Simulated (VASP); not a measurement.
# Be2BiSb3 (P-3m1) in VASP: relaxation of cell and atoms with PBE

Aim: the relaxation of cell and atoms of Be2BiSb3 with PBE.

Everything below comes from runs of VASP 6.6.1. Logs are shortened: lines on timing, memory, paths and dates and some standing lists are left out, and cuts for length are marked.

### 1 The cell of the first run

The structure is trigonal, space group P-3m1 (No. 164). Conventional cell: a = 3.361 Å, b = 3.361 Å, c = 8.233 Å, α = 90.00°, β = 90.00°, γ = 120.00°. Within 3.1 Å of Be (site symmetry 3m) lie 6 Sb at 2.38 Å. Sb (site symmetry -3m) has 6 Be at 2.38 Å within 3.1 Å. Sb (site symmetry 3m) has 3 Be at 2.38 Å and 3 Bi at 2.38 Å within 3.1 Å. Within 3.1 Å of Bi (site symmetry -3m) lie 6 Sb at 2.38 Å.

### 2 Relaxation of cell and atoms, PBE

The input, INCAR:

```
  PREC = Accurate
  ENCUT = 600
  EDIFF = 1E-6
  ISMEAR = 0
  SIGMA = 0.1
  LREAL = False
  LASPH = True
  NELM = 100
  ALGO = Normal
  ISIF = 3
  LWAVE = False
  LCHARG = False
  GGA = PE
  IBRION = 2
  NSW = 90
  EDIFFG = -0.04
```

The input, KPOINTS:

```
regular mesh
0
Gamma
  6 6 2
```

The input, POSCAR:

```
Be2BiSb3
1.0
    3.3610026200      0.0000000000      0.0000000000
   -1.6805013100      2.9107136500      0.0000000000
    0.0000000000      0.0000000000      8.2327414400
Be Sb Bi
2 3 1
Direct
    0.3333333300      0.6666666700      0.6666666700
    0.6666666700      0.3333333300      0.3333333300
    0.0000000000      0.0000000000      0.5000000000
    0.3333333300      0.6666666700      0.1666666700
    0.6666666700      0.3333333300      0.8333333300
    0.0000000000      0.0000000000      0.0000000000
```

Potentials or basis: VASP PAW PBE potentials, release 64 (Be, Sb, Bi_d).

Run with:

```sh
$ cat potpaw_PBE.64/Be/POTCAR potpaw_PBE.64/Sb/POTCAR potpaw_PBE.64/Bi_d/POTCAR > POTCAR
$ mpirun -np 1 vasp_std > vasp.out
```

OUTCAR:

```text
PREC = Accurate
   ENCUT = 600
   EDIFF = 1E-6
   ISMEAR = 0
   LREAL = False
   LASPH = True
   NELM = 100
   ISIF = 3
   GGA = PE
   IBRION = 2
   NSW = 90
   EDIFFG = -0.04

 ion  position               nearest neighbor table
   1  0.333  0.667  0.667-   5 2.38   5 2.38   3 2.38   5 2.38   3 2.38   3 2.38
   2  0.667  0.333  0.333-   4 2.38   4 2.38   3 2.38   4 2.38   3 2.38   3 2.38
   3  0.000  0.000  0.500-   1 2.38   2 2.38   1 2.38   2 2.38   2 2.38   1 2.38   4 3.36   5 3.36
                             5 3.36   4 3.36   5 3.36   4 3.36
   4  0.333  0.667  0.167-   2 2.38   2 2.38   6 2.38   2 2.38   6 2.38   6 2.38   3 3.36   3 3.36
                             3 3.36   5 3.36   5 3.36   5 3.36
   5  0.667  0.333  0.833-   1 2.38   1 2.38   6 2.38   1 2.38   6 2.38   6 2.38   3 3.36   3 3.36
                             3 3.36   4 3.36   4 3.36   4 3.36
   6  0.000  0.000  0.000-   4 2.38   5 2.38   4 2.38   5 2.38   5 2.38   4 2.38

  LATTYP: Found a hexagonal cell.
 ALAT       =     3.3610026200
 C/A-ratio  =     2.4494897418

  Lattice vectors:

 A1 = (   3.3610026200,   0.0000000000,   0.0000000000)
 A2 = (  -1.6805013100,   2.9107136500,   0.0000000000)
 A3 = (   0.0000000000,   0.0000000000,   8.2327414400)

Analysis of symmetry for initial positions (statically):
=====================================================================
 Subroutine PRICEL returns:
 Original cell was already a primitive cell.

 Routine SETGRP: Setting up the symmetry group for a
 hexagonal supercell.

 Subroutine GETGRP returns: Found 12 space group operations
 (whereof 12 operations were pure point group operations)
 out of a pool of 24 trial point group operations.

The static configuration has the point symmetry D_3d.

Analysis of symmetry for dynamics (positions and initial velocities):
=====================================================================
 Subroutine PRICEL returns:
 Original cell was already a primitive cell.

 Routine SETGRP: Setting up the symmetry group for a
 hexagonal supercell.

 Subroutine GETGRP returns: Found 12 space group operations
 (whereof 12 operations were pure point group operations)
 out of a pool of 24 trial point group operations.

The dynamic configuration has the point symmetry D_3d.

 Subroutine INISYM returns: Found 12 space group operations
 (whereof 12 operations are pure point group operations),
 and found     1 'primitive' translations

----------------------------------------------------------------------------------------

                                     Primitive cell

  volume of cell :      80.5402

  direct lattice vectors                    reciprocal lattice vectors
[... 69 lines left out ...]
   dimension x,y,z NGX =    28 NGY =   28 NGZ =   70
   dimension x,y,z NGXF=    56 NGYF=   56 NGZF=  140
   ions per type =               2   3   1
   NGX,Y,Z   is equivalent  to a cutoff of  13.85, 13.85, 14.14 a.u.
   NGXF,Y,Z  is equivalent  to a cutoff of  27.70, 27.70, 28.27 a.u.
 SYSTEM =  unknown system
   PREC   = accura    normal or accurate (medium, high low for compatibility)
   ISTART =      0    job   : 0-new  1-cont  2-samecut
   ICHARG =      2    charge: 1-file 2-atom 10-const
   ISPIN  =      1    spin polarized calculation?
   LNONCOLLINEAR =      F non collinear calculations
   LSORBIT =      F    spin-orbit coupling
   LASPH  =      T    aspherical Exc in radial PAW
   ENCUT  =  600.0 eV  44.10 Ry    6.64 a.u.   6.71  6.71 16.44*2*pi/ulx,y,z
   NELM   =    100;   NELMIN=  2; NELMDL= -5     # of ELM steps
   EDIFF  = 0.1E-05   stopping-criterion for ELM
   LREAL  =      F    real-space projection
   EDIFFG = -.4E-01   stopping-criterion for IOM
   NSW    =     90    number of steps for IOM
   IBRION =      2    ionic relax: 0-MD 1-quasi-New 2-CG
   NFREE  =      1    steps in history (QN), initial steepest desc. (CG)
   ISIF   =      3    stress and relaxation
   ISYM   =      2    0-nonsym 1-usesym 2-fastsym
   POTIM  = 0.5000    time-step for ionic-motion
   TEBEG  =    0.0;   TEEND  =   0.0 temperature during run
   PSTRESS=    0.0 pullay stress
   NELECT =      34.0000    total number of electrons
   NUPDOWN=      -1.0000    fix difference up-down
   EMIN   =  10.00;   EMAX   =-10.00  energy-range for DOS
   EFERMI =   0.00;   METHOD = LEGACY
   ISMEAR =     0;   SIGMA  =   0.10  broadening in eV -4-tet -1-fermi 0-gaus
   EFERMI_NEDOS =   21; number of points for ismear=-14 and -15
   IALGO  =     38    algorithm
   IMIX   =      4    mixing-type and parameters
     AMIX     =   0.40;   BMIX     =  1.00
     AMIX_MAG =   1.60;   BMIX_MAG =  1.00
  volume/ion in A,a.u.               =      13.42        90.59
  Fermi-wavevector in a.u.,A,eV,Ry     =   1.228090  2.320754 20.520376  1.508205
  Thomas-Fermi vector in A             =   2.363029
   LORBIT       =      0    0 simple, 1 ext, 2 COOP (PROOUT), +10 PAW based schemes
   GGA     = PE    functional components
   LHFCALC =     F    Hartree Fock is set to
   AEXX    =    0.0000 exact exchange contribution
   IVDW    =     0    specifies the selected vdW correction
   LEPSILON=     F    determine dielectric tensor
   LRPA    =     F    only Hartree local field effects (RPA)
 conjugate gradient relaxation of ions
 non-spin polarized calculation
 Gauss-broadening in eV      SIGMA  =   0.10
  energy-cutoff  :      600.00
  volume of cell :       80.54
 maximum number of plane-waves:      2730
 NGX is ok and might be reduce to    28
   NGX = 13   NGY = 13   NGZ = 33

--------------------------------------- Ionic step        1  -------------------------------------------

 number of electron      33.9999997 magnetization

 Free energy of the ion-electron system (eV)
  ---------------------------------------------------
  ext. energy  EPLUGINS =         0.00000000
  ---------------------------------------------------
  free energy    TOTEN  =        -2.92213663 eV

  energy without entropy =       -2.91289945  energy(sigma->0) =       -2.91751804

 E-fermi :  15.8619     XC(G=0): -12.3540

 val. band max:       15.8209387075   @ k =   0.1667   0.1667   0.5000
 cond. band min:      15.8704655019   @ k =   0.0000   0.0000   0.5000
 fundamental gap:      0.0495267944
 Fermi energy:        15.8618619616
[... 1136 lines left out ...]
     20       9.0147      0.00000
     21       9.0147      0.00000

[... ionic steps 4 to 20 ...]

--------------------------------------- Ionic step       21  -------------------------------------------

 number of electron      33.9999997 magnetization

------------------------ aborting loop because EDIFF is reached ----------------------------------------
[... 75 lines left out ...]
--------------------------------------- Ionic step       23  -------------------------------------------

 number of electron      34.0000000 magnetization

 Free energy of the ion-electron system (eV)
  ---------------------------------------------------
  ext. energy  EPLUGINS =         0.00000000
  ---------------------------------------------------
  free energy    TOTEN  =       -21.98641654 eV

  energy without entropy =      -21.96556803  energy(sigma->0) =      -21.97599229

 E-fermi :   7.4030     XC(G=0): -10.0357

 val. band max:        7.4020628088   @ k =   0.1667   0.0000   0.0000
 cond. band min:       7.4146607733   @ k =   0.0000   0.0000   0.0000
 fundamental gap:      0.0125979645
 Fermi energy:         7.4029767757
[... 367 lines left out ...]
  FREE ENERGIE OF THE ION-ELECTRON SYSTEM (eV)
  ---------------------------------------------------
  free  energy   TOTEN  =       -21.9864165442 eV

  energy  without entropy=      -21.9655680308  energy(sigma->0) =      -21.97599229

 reached required accuracy - stopping structural energy minimisation
```

OSZICAR:

```text
N       E                     dE             d eps       ncg     rms          rms(c)
DAV:   1     0.345534400542E+03    0.34553E+03   -0.16178E+04   588   0.184E+03
DAV:   2     0.300706286696E+02   -0.31546E+03   -0.30835E+03   623   0.443E+02
DAV:   3    -0.309490889116E+01   -0.33166E+02   -0.31534E+02   744   0.142E+02
[... 245 lines left out ...]
DAV:   2    -0.219869125405E+02    0.87645E-03   -0.39850E-03   705   0.546E-01    0.120E-01
DAV:   3    -0.219864429526E+02    0.46959E-03   -0.78671E-04   765   0.265E-01    0.365E-02
DAV:   4    -0.219864162809E+02    0.26672E-04   -0.14317E-04   812   0.121E-01    0.102E-02
DAV:   5    -0.219864165300E+02   -0.24912E-06   -0.17201E-05   702   0.321E-02    0.477E-03
DAV:   6    -0.219864165442E+02   -0.14186E-07   -0.91574E-07   352   0.909E-03
  23 F= -.21986417E+02 E0= -.21975992E+02  d E =-.418728E-02
```

Run time: 14 min. Hardware: 1 thread of AMD EPYC 7R43 (Zen 3), shared host; peak memory 0.2 GiB.

What came out:

* Free energy: -21.9864 eV
* Relaxed volume: 22.48 Å³/atom
* Relaxed cell: a = 3.933 Å, b = 3.933 Å, c = 10.071 Å, α = 90.00°, β = 90.00°, γ = 120.00°
* Space group after relaxing (to 0.1 Å): P-3m1 (No. 164)
* Energy gained by relaxing: 3177.4 meV/atom
* Ionic steps: 23
* Pressure after relaxing: 0.1 GPa
* Largest force after relaxing: 0.040 eV/Å
* Band gap on the k mesh: zero (bands 17 and 18 overlap by 2.06 eV)

Forces in eV/Å, atoms in the order of the input:
```
Be   0.000  0.000 -0.003
Be   0.000  0.000  0.003
Sb   0.000  0.000  0.000
Sb   0.000  0.000  0.040
Sb   0.000  0.000 -0.040
Bi   0.000  0.000  0.000
```

Stress tensor (GPa, compression positive):
```
0.01 0.00 0.00
0.00 0.01 0.00
0.00 0.00 0.18
```

The path:
```tsv
step	energy change (eV)	largest force (eV/Å)	pressure (GPa)	volume (Å³)
1	0.0000	16.5458	139.69	80.54
2	-10.2130	0.7769	-7.92	308.45
3	-12.5008	0.6327	-9.15	262.49
4	-14.5119	0.4232	-10.03	227.32
5	-18.9778	0.1919	-2.11	141.49
6	-18.9729	0.4210	1.80	132.81
7	-19.0039	0.2859	-0.45	137.34
8	-19.0018	0.3220	0.17	136.00
9	-19.0130	0.2692	0.38	135.41
10	-19.0316	0.2043	1.10	133.62
11	-19.0427	0.1741	0.45	134.86
12	-19.0480	0.1338	-0.43	136.69
13	-19.0509	0.1163	-0.42	136.55
14	-19.0564	0.0621	-0.27	136.13
15	-19.0520	0.1848	0.05	135.29
16	-19.0573	0.0905	-0.18	135.90
17	-19.0593	0.0690	0.09	135.23
18	-19.0601	0.0482	0.36	134.59
19	-19.0613	0.0321	0.32	134.64
20	-19.0638	0.0147	0.16	134.80
21	-19.0631	0.0975	-0.10	135.10
22	-19.0641	0.0628	-0.01	134.96
23	-19.0643	0.0398	0.07	134.88
```

Final structure:
```cif
data_structure
_symmetry_space_group_name_H-M 'P 1'
_symmetry_Int_Tables_number 1
_cell_length_a 3.9325
_cell_length_b 3.9325
_cell_length_c 10.0713
_cell_angle_alpha 90.000
_cell_angle_beta 90.000
_cell_angle_gamma 120.000
_cell_volume 134.88
loop_
_atom_site_label
_atom_site_type_symbol
_atom_site_fract_x
_atom_site_fract_y
_atom_site_fract_z
_atom_site_occupancy
Be1 Be 0.33333 0.66667 0.65233 1
Be2 Be 0.66667 0.33333 0.34767 1
Sb1 Sb 0.00000 0.00000 0.50000 1
Sb2 Sb 0.33333 0.66667 0.22508 1
Sb3 Sb 0.66667 0.33333 0.77492 1
Bi1 Bi 0.00000 0.00000 0.00000 1
```

Levels at points of the mesh, in eV from the Fermi level:
```
           k point  band 14  band 15  band 16  band 17  band 18  band 19  band 20  band 21
(0.00, 0.00, 0.00)     0.28     0.42     0.42     0.50     0.50     2.06     2.06     3.35
(0.50, 0.00, 0.00)    -2.50    -1.97    -1.66    -1.13    -0.49     0.68     1.07     2.70
(0.00, 0.00, 0.50)     0.47     0.47     0.68     0.68     1.66     1.66     2.11     3.04
(0.50, 0.00, 0.50)    -2.26    -1.87    -1.10    -0.40     0.77     1.01     1.06     1.07
```

Caveat: the k points lie up to 0.31 Å⁻¹ apart in the final cell, too coarse for converged energies and pressures of a metal; the volume moved by over 15 % at a fixed basis, so the end points are rough; spin-orbit coupling is left out, which moves the levels of the heavy elements.
